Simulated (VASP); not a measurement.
A run of VASP 6.6.1:

File POSCAR:

```
GaAs
1.0
    0.0000000000      2.8268500000      2.8268500000
    2.8268500000      0.0000000000      2.8268500000
    2.8268500000      2.8268500000      0.0000000000
As Ga
1 1
Direct
    0.2500000000      0.2500000000      0.2500000000
    0.0000000000      0.0000000000      0.0000000000
```

Contents of INCAR.step1:

```
ALGO = Normal
EDIFF = 1E-5
ENCUT = 550
GGA = PE
GGA_COMPAT = F
ISMEAR = 0
LASPH = T
LCHARG = F
LREAL = F
LSORBIT = T
LWAVE = T
MAGMOM = 0 0 0 0 0 0
NBANDS = 30
NELM = 200
PREC = Accurate
SIGMA = 0.01
```

File INCAR.step2:

```
ALGO = Normal
EDIFF = 1E-6
ENCUT = 550
GGA_COMPAT = F
ISIF = 2
ISMEAR = 0
ISTART = 1
LASPH = T
LCHARG = T
LMIXTAU = T
LORBIT = 11
LORBMOM = T
LREAL = F
LSORBIT = T
LVHAR = T
LWAVE = F
MAGMOM = 0 0 0 0 0 0
METAGGA = R2SCAN
NBANDS = 30
NELM = 200
PREC = Accurate
SIGMA = 0.01
```

Contents of KPOINTS:

```
k-points
0
Gamma
  8 8 8
```

Potentials or basis: VASP PAW PBE potentials, release 64 (As, Ga_d).

Run with:

```sh
$ cat potpaw_PBE.64/As/POTCAR potpaw_PBE.64/Ga_d/POTCAR > POTCAR
$ cp INCAR.step1 INCAR
$ mpirun -np 1 vasp_ncl > vasp.out
$ cp INCAR.step2 INCAR
$ mpirun -np 1 vasp_ncl > vasp.out
```

Hardware: 1 thread of Intel(R) Xeon(R) Platinum 8488C (Sapphire Rapids) (shared host).

Question: Estimate the wall time of this run.

Answer: Wall time 5.6 min on 1 thread of Intel(R) Xeon(R) Platinum 8488C (Sapphire Rapids), with other jobs on the host, peak memory 0.42 GiB. Counts: k points 43.
